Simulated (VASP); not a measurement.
# LiF in VASP: further runs

LiF is run at these levels: PBE, r2SCAN; tasks: single point.

All numbers are computed with VASP 6.6.1; they aren't measurements. Logs are shortened: lines on timing, memory, paths and dates and some standing lists are left out, and cuts for length are marked.

## Step 1: The cell of the first run

Symmetry: F-43m, No. 216, cubic system. The conventional cell has a = 4.457 Å, b = 4.457 Å, c = 4.457 Å, α = 90.00°, β = 90.00°, γ = 90.00°. Li (site symmetry -43m) has 4 F at 1.93 Å within 2.6 Å. F (site symmetry -43m) has 4 Li at 1.93 Å within 2.6 Å.

## Step 2: Single point, PBE (strain +3.9%)

Contents of INCAR:

```
  ALGO = Normal
  EDIFF = 1E-6
  ENCUT = 520
  GGA = PE
  ISIF = 2
  ISMEAR = -1
  LASPH = True
  LCHARG = True
  LELF = True
  LREAL = False
  LVHAR = True
  LWAVE = False
  NBANDS = 12
  NELM = 80
  PREC = Accurate
  SIGMA = 0.02
```

Contents of KPOINTS:

```
k-points
0
Gamma
  10 10 10
```

Contents of POSCAR:

```
LiF
1.0
    0.0000000000      2.2282503613      2.2282503613
    2.2282503613      0.0000000000      2.2282503613
    2.2282503613      2.2282503613      0.0000000000
Li F
1 1
Direct
    0.0000000000      0.0000000000      0.0000000000
    0.2500000000      0.2500000000      0.2500000000
```

Potentials or basis: VASP PAW PBE potentials, release 64 (Li_sv, F).

Started as:

```bash
$ cat potpaw_PBE.64/Li_sv/POTCAR potpaw_PBE.64/F/POTCAR > POTCAR
$ mpirun -np 1 vasp_std > vasp.out
```

OUTCAR:

```text
EDIFF = 1E-6
   ENCUT = 520
   GGA = PE
   ISIF = 2
   ISMEAR = -1
   LASPH = True
   LREAL = False
   NELM = 80
   PREC = Accurate

 ion  position               nearest neighbor table
   1  0.000  0.000  0.000-   2 1.93   2 1.93   2 1.93   2 1.93
   2  0.250  0.250  0.250-   1 1.93   1 1.93   1 1.93   1 1.93

  LATTYP: Found a face centered cubic cell.
 ALAT       =     4.4565007226

  Lattice vectors:

 A1 = (   0.0000000000,   2.2282503613,   2.2282503613)
 A2 = (   2.2282503613,   0.0000000000,   2.2282503613)
 A3 = (   2.2282503613,   2.2282503613,   0.0000000000)

Analysis of symmetry for initial positions (statically):
=====================================================================
 Subroutine PRICEL returns:
 Original cell was already a primitive cell.

 Routine SETGRP: Setting up the symmetry group for a
 face centered cubic supercell.

 Subroutine GETGRP returns: Found 24 space group operations
 (whereof 24 operations were pure point group operations)
 out of a pool of 48 trial point group operations.

The static configuration has the point symmetry T_d .

Analysis of symmetry for dynamics (positions and initial velocities):
=====================================================================
 Subroutine PRICEL returns:
 Original cell was already a primitive cell.

 Routine SETGRP: Setting up the symmetry group for a
 face centered cubic supercell.

 Subroutine GETGRP returns: Found 24 space group operations
 (whereof 24 operations were pure point group operations)
 out of a pool of 48 trial point group operations.

The dynamic configuration has the point symmetry T_d .

 Subroutine INISYM returns: Found 24 space group operations
 (whereof 24 operations are pure point group operations),
 and found     1 'primitive' translations

----------------------------------------------------------------------------------------

                                     Primitive cell

  volume of cell :      22.1270

  direct lattice vectors                    reciprocal lattice vectors
     0.000000000  2.228250361  2.228250361    -0.224391302  0.224391302  0.224391302
     2.228250361  0.000000000  2.228250361     0.224391302 -0.224391302  0.224391302
     2.228250361  2.228250361  0.000000000     0.224391302  0.224391302 -0.224391302

  length of vectors
     3.151221881  3.151221881  3.151221881     0.388657136  0.388657136  0.388657136
[... 81 lines left out ...]
   EDIFF  = 0.1E-05   stopping-criterion for ELM
   LREAL  =      F    real-space projection
   EDIFFG = 0.1E-04   stopping-criterion for IOM
   NSW    =      0    number of steps for IOM
   IBRION =     -1    ionic relax: 0-MD 1-quasi-New 2-CG
   NFREE  =      0    steps in history (QN), initial steepest desc. (CG)
   ISIF   =      2    stress and relaxation
   ISYM   =      2    0-nonsym 1-usesym 2-fastsym
   POTIM  = 0.5000    time-step for ionic-motion
   TEBEG  =    0.0;   TEEND  =   0.0 temperature during run
   PSTRESS=    0.0 pullay stress
   NELECT =      10.0000    total number of electrons
   NUPDOWN=      -1.0000    fix difference up-down
   EMIN   =  10.00;   EMAX   =-10.00  energy-range for DOS
   EFERMI =   0.00;   METHOD = LEGACY
   ISMEAR =    -1;   SIGMA  =   0.02  broadening in eV -4-tet -1-fermi 0-gaus
   EFERMI_NEDOS =   21; number of points for ismear=-14 and -15
   IALGO  =     38    algorithm
   IMIX   =      4    mixing-type and parameters
     AMIX     =   0.40;   BMIX     =  1.00
     AMIX_MAG =   1.60;   BMIX_MAG =  1.00
  volume/ion in A,a.u.               =      11.06        74.66
  Fermi-wavevector in a.u.,A,eV,Ry     =   1.256322  2.374104 21.474675  1.578344
  Thomas-Fermi vector in A             =   2.390035
   LORBIT       =      0    0 simple, 1 ext, 2 COOP (PROOUT), +10 PAW based schemes
   GGA     = PE    functional components
   LHFCALC =     F    Hartree Fock is set to
   AEXX    =    0.0000 exact exchange contribution
   IVDW    =     0    specifies the selected vdW correction
   LEPSILON=     F    determine dielectric tensor
   LRPA    =     F    only Hartree local field effects (RPA)
 non-spin polarized calculation
  energy-cutoff  :      520.00
  volume of cell :       22.13
 maximum number of plane-waves:       610
   NGX = 11   NGY = 11   NGZ = 11

 number of electron      10.0000017 magnetization

 Free energy of the ion-electron system (eV)
  ---------------------------------------------------
  ext. energy  EPLUGINS =         0.00000000
  ---------------------------------------------------
  free energy    TOTEN  =        -9.61735842 eV

  energy without entropy =       -9.61735842  energy(sigma->0) =       -9.61735842

 E-fermi :  -2.4395     XC(G=0):  -8.3684

 val. band max:       -3.0109345791   @ k =   0.0000   0.0000   0.0000
 cond. band min:       4.3099312319   @ k =   0.0000   0.0000   0.0000
 fundamental gap:      7.3208658110
 Fermi energy:        -2.4394575037

 k-point     1 :       0.0000    0.0000    0.0000
  band No.  band energies     occupation
      1     -43.6956      2.00000
      2     -22.1812      2.00000
      3      -3.0109      2.00000
      4      -3.0109      2.00000
      5      -3.0109      2.00000
      6       4.3099      0.00000
      7      15.4953      0.00000
      8      15.4953      0.00000
      9      15.4953      0.00000
     10      23.5573      0.00000
     11      23.5573      0.00000
     12      23.5573      0.00000
[... 331 lines left out ...]
 k-point    24 :       0.4000    0.3000    0.0000
  band No.  band energies     occupation
      1     -43.6715      2.00000
      2     -22.0235      2.00000
      3      -4.1339      2.00000
      4      -3.5529      2.00000
      5      -3.5332      2.00000
      6       6.9713      0.00000
      7      12.8327      0.00000
      8      15.1862      0.00000
      9      15.1890      0.00000
     10      16.8363      0.00000
     11      23.1949      0.00000
     12      26.9806      0.00000

 [... further k-points ...]
[... 5 lines left out ...]
  --------------------------------------------------------------------------------------
  -------------------------------------------------------------------------------------
  Total       -0.4264055     -0.4264055     -0.4264055      0.0000000      0.0000000      0.0000000
  in kB      -30.8753180    -30.8753180    -30.8753180      0.0000000      0.0000000      0.0000000
  external PRESSURE =     -30.8753180 kB  Pullay stress =       0.0000000 kB

 VOLUME and BASIS-vectors are now :
 -----------------------------------------------------------------------------
  energy-cutoff  :      520.00
  volume of cell :       22.13
      direct lattice vectors                 reciprocal lattice vectors
     0.000000000  2.228250361  2.228250361    -0.224391302  0.224391302  0.224391302
     2.228250361  0.000000000  2.228250361     0.224391302 -0.224391302  0.224391302
     2.228250361  2.228250361  0.000000000     0.224391302  0.224391302 -0.224391302

 POSITION                                       TOTAL-FORCE (eV/Angst)
 -----------------------------------------------------------------------------------
      0.00000      0.00000      0.00000         0.000000      0.000000      0.000000
      1.11413      1.11413      1.11413        -0.000000     -0.000000     -0.000000
 -----------------------------------------------------------------------------------
    total drift:                                0.000001      0.000001      0.000001

  FREE ENERGIE OF THE ION-ELECTRON SYSTEM (eV)
  ---------------------------------------------------
  free  energy   TOTEN  =        -9.6173584197 eV

  energy  without entropy=       -9.6173584197  energy(sigma->0) =       -9.61735842
```

Wall time 10 s (1 thread of Intel Xeon Platinum 8375C at 2.90GHz (Ice Lake), shared host); peak memory 0.13 GiB.

Results:

```
Free energy            : -9.6174 eV
Band gap on the k mesh : 7.32 eV
```

Caveat: the cell differs from its parent crystal (strain +3.9%); the cutoff is under 1.25 times the usual one of these potentials, so pressure, stress and relaxed cells hold a basis-set (Pulay) error. A k mesh can miss the band edges.

## Step 3: Single point, r2SCAN (strain +3.9%)

POSCAR is that of step 2.

Contents of INCAR.step1:

```
SYSTEM = LiF
ALGO = Normal
EDIFF = 1E-4
ENCUT = 520
GGA = PE
ISMEAR = 0
LASPH = .TRUE.
LCHARG = .FALSE.
LREAL = .FALSE.
LWAVE = .TRUE.
NBANDS = 12
NELM = 80
PREC = Accurate
SIGMA = 0.01
```

Contents of INCAR.step2:

```
SYSTEM = LiF
ALGO = Normal
EDIFF = 1E-7
ENCUT = 520
ISIF = 2
ISMEAR = 0
ISTART = 1
LASPH = .TRUE.
LCHARG = .FALSE.
LMIXTAU = .TRUE.
LREAL = .FALSE.
LWAVE = .FALSE.
METAGGA = R2SCAN
NBANDS = 12
NELM = 80
PREC = Accurate
SIGMA = 0.01
```

Contents of KPOINTS:

```
k-points
0
G
  10 10 10
  0 0 0
```

Potentials or basis: VASP PAW PBE potentials, release 64 (Li_sv, F).

Started as:

```bash
$ cat potpaw_PBE.64/Li_sv/POTCAR potpaw_PBE.64/F/POTCAR > POTCAR
$ cp INCAR.step1 INCAR
$ mpirun -np 1 vasp_std > vasp.out
$ cp INCAR.step2 INCAR
$ mpirun -np 1 vasp_std > vasp.out
```

It took 48 s on 1 thread of Intel Xeon Platinum 8375C at 2.90GHz (Ice Lake), shared host; peak memory 0.14 GiB.

It converged, with:

```
Free energy            : -11.7644 eV
Band gap on the k mesh : 8.14 eV
```

Levels at points of the mesh, in eV from the valence-band top:
```
           k point  band 2  band 3  band 4  band 5  band 6  band 7  band 8  band 9
(0.00, 0.00, 0.00)  -20.29    0.00    0.00    0.00    8.14   20.04   20.04   20.04
(0.50, 0.00, 0.00)  -20.15   -1.68   -0.22   -0.22   12.10   14.97   19.51   19.52
(0.50, 0.50, 0.00)  -20.11   -1.19   -0.67   -0.67   10.96   16.09   19.67   19.67
```

Caveat: the cell differs from its parent crystal (strain +3.9%); the cutoff is under 1.25 times the usual one of these potentials, so pressure, stress and relaxed cells hold a basis-set (Pulay) error; the PAW data sets were made with another functional, which shifts forces and pressure a little. A k mesh can miss the band edges.

## Step 4: Single point, PBE (epitaxial xy strain -0.5%)

Contents of INCAR:

```
ALGO = Normal ; EDIFF = 1E-6
ENCUT = 520 ; GGA = PE
ISIF = 2 ; ISMEAR = -1
LASPH = True ; LCHARG = True
LELF = True ; LREAL = False
LVHAR = True ; LWAVE = False
NBANDS = 12 ; NELM = 80
PREC = Accurate ; SIGMA = 0.02
```

Contents of KPOINTS:

```
k-points
0
Gamma
  10 10 10
```

Contents of POSCAR:

```
LiF
1.0
    0.0000000000      2.1345308802      2.1605117427
    2.1345308802      0.0000000000      2.1605117427
    2.1345308802      2.1345308802      0.0000000000
Li F
1 1
Direct
    0.0000000000      0.0000000000      0.0000000000
    0.2500000000      0.2500000000      0.2500000000
```

Started as:

```bash
$ cat potpaw_PBE.64/Li_sv/POTCAR potpaw_PBE.64/F/POTCAR > POTCAR
$ mpirun -np 1 vasp_std > vasp.out
```

Run time: 23 s. Hardware: 1 thread of Intel Xeon Platinum 8375C at 2.90GHz (Ice Lake), shared host; peak memory 0.14 GiB.

The run converged. Its results:

* Free energy: -9.6167 eV
* Band gap on the k mesh: 7.92 eV

Levels at points of the mesh, in eV from the valence-band top:
```csv
k point,band 2,band 3,band 4,band 5,band 6,band 7,band 8,band 9
"(0.00, 0.00, 0.00)",-19.35,-0.02,0.00,0.00,7.92,19.50,19.50,19.51
"(0.50, 0.00, 0.00)",-19.17,-2.01,-0.29,-0.25,11.97,14.99,19.05,19.24
"(0.50, 0.50, 0.00)",-19.12,-1.43,-0.79,-0.79,10.59,15.93,19.62,19.62
"(0.50, 0.00, 0.50)",-19.11,-1.41,-0.84,-0.82,10.61,16.02,19.42,19.59
```

Caveat: the cell differs from its parent crystal (epitaxial xy strain -0.5%); the cutoff is under 1.25 times the usual one of these potentials, so pressure, stress and relaxed cells hold a basis-set (Pulay) error.

## Step 5: Single point, PBE (strain along [111] -3.2%)

Contents of INCAR:

```
PREC = Accurate
ENCUT = 520
EDIFF = 1E-6
ISMEAR = -1
SIGMA = 0.02
LREAL = False
LASPH = True
NELM = 60
ALGO = Normal
ISIF = 2
LWAVE = False
LCHARG = False
GGA = PE
NBANDS = 12
```

Contents of KPOINTS:

```
regular mesh
0
Gamma
  10 10 10
```

Contents of POSCAR:

```
LiF
1.0
   -0.0463235879      2.0982869620      2.0982869620
    2.0982869620     -0.0463235879      2.0982869620
    2.0982869620      2.0982869620     -0.0463235879
Li F
1 1
Direct
   -0.0023066025     -0.0023066025     -0.0023066025
    0.2523066025      0.2523066025      0.2523066025
```

Potentials or basis: VASP PAW PBE potentials, release 64 (Li_sv, F).

Started as:

```bash
$ cat potpaw_PBE.64/Li_sv/POTCAR potpaw_PBE.64/F/POTCAR > POTCAR
$ mpirun -np 1 vasp_std > vasp.out
```

OUTCAR:

```text
PREC = Accurate
   ENCUT = 520
   EDIFF = 1E-6
   ISMEAR = -1
   LREAL = False
   LASPH = True
   NELM = 60
   ISIF = 2
   GGA = PE

 ion  position               nearest neighbor table
   1  0.998  0.998  0.998-   2 1.83   2 1.84   2 1.84   2 1.84
   2  0.252  0.252  0.252-   1 1.83   1 1.84   1 1.84   1 1.84

  LATTYP: Found a trigonal (rhomboedric) cell.
 ALAT       =     2.9677874291
 COS(alpha) =     0.4778067012

  Lattice vectors:

 A1 = (  -0.0463235879,   2.0982869620,   2.0982869620)
 A2 = (   2.0982869620,  -0.0463235879,   2.0982869620)
[... 539 lines left out ...]
      8      17.2853      0.00000
      9      17.5689      0.00000
     10      19.2662      0.00000
     11      26.4274      0.00000
     12      30.0828      0.00000

 [... further k-points ...]
[... 5 lines left out ...]
  --------------------------------------------------------------------------------------
  -------------------------------------------------------------------------------------
  Total        0.6053694      0.6053694      0.6053694      0.0901225      0.0901225      0.0901225
  in kB       50.8112491     50.8112491     50.8112491      7.5643659      7.5643659      7.5643659
  external PRESSURE =      50.8112491 kB  Pullay stress =       0.0000000 kB

 VOLUME and BASIS-vectors are now :
 -----------------------------------------------------------------------------
  energy-cutoff  :      520.00
  volume of cell :       19.09
      direct lattice vectors                 reciprocal lattice vectors
    -0.046323588  2.098286962  2.098286962    -0.230540310  0.235744816  0.235744816
     2.098286962 -0.046323588  2.098286962     0.235744816 -0.230540310  0.235744816
     2.098286962  2.098286962 -0.046323588     0.235744816  0.235744816 -0.230540310

 POSITION                                       TOTAL-FORCE (eV/Angst)
 -----------------------------------------------------------------------------------
      4.14068      4.14068      4.14068        -0.004408     -0.004408     -0.004408
      1.04714      1.04714      1.04714         0.004408      0.004408      0.004408
 -----------------------------------------------------------------------------------
    total drift:                               -0.000015     -0.000015     -0.000015

  FREE ENERGIE OF THE ION-ELECTRON SYSTEM (eV)
  ---------------------------------------------------
  free  energy   TOTEN  =        -9.5972244889 eV

  energy  without entropy=       -9.5972244889  energy(sigma->0) =       -9.59722449
```

Run time: 20 s. Hardware: 1 thread of Intel Xeon Platinum 8375C at 2.90GHz (Ice Lake), shared host; peak memory 0.14 GiB.

Results:

```yaml
Free_energy: -9.5972 eV
Largest_force: 0.008 eV/Å
Band_gap_on_the_k_mesh: 8.01 eV
```

Forces in eV/Å, atoms in the order of the input:
```
Li  -0.004 -0.004 -0.004
F    0.004  0.004  0.004
```

Caveat: the cell differs from its parent crystal (strain along [111] -3.2%); the cutoff is under 1.25 times the usual one of these potentials, so pressure, stress and relaxed cells hold a basis-set (Pulay) error.

(Part 1 of 2 ends here.)
